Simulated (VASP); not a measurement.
Au, 8 atoms in the cell. Symmetry: Imm2, No. 44, orthorhombic system. Conventional cell: a = 5.786 Å, b = 8.182 Å, c = 5.786 Å, α = 90.00°, β = 90.00°, γ = 90.00°. Au (site symmetry mm2) has 12 Au at 2.74 to 3.04 Å within 3.6 Å. Within 3.6 Å of Au (site symmetry mm2) lie 12 Au at 2.74 to 3.04 Å. Au (site symmetry 1) has 12 Au at 2.82 to 2.97 Å within 3.7 Å. Au (site symmetry mm2) has 12 Au at 2.89 to 2.90 Å within 3.8 Å. Au (site symmetry mm2) has 12 Au at 2.89 Å within 3.8 Å.  This cell differs from its parent crystal: atom 1 (Au) moved +0.150 Å towards its neighbour atom 2 (Au) at 2.893 Å.

| Property | Result |
| --- | --- |
| Program | VASP 6.6.1 |
| Task | single point |
| Functional | PBEsol |
| Potentials or basis | VASP PAW PBE potentials, release 64 (Au) |
| Cutoff | 520 eV |
| k mesh | 10 × 10 × 10 |
| Occupations | gaussian, width 0.15 eV |
| Spin | no spin polarisation |
| Dipole correction | no |
| Further INCAR settings | ALGO = Fast; EDIFF = 1e-07; NBANDS = 54 |

Potentials or basis: VASP PAW PBE potentials, release 64 (Au).

Command:

```sh
$ cat potpaw_PBE.64/Au/POTCAR > POTCAR
$ mpirun -np 1 vasp_std > vasp.out
```

Hardware: 1 thread of Intel(R) Xeon(R) 6975P-C (Granite Rapids) (shared host).

**Question.** How long does it take, and how much memory?

**Answer.** Wall time 13 min on 1 thread of Intel(R) Xeon(R) 6975P-C (Granite Rapids) (shared host), peak memory 0.92 GiB. Counts: scf iterations 16, k points 171.
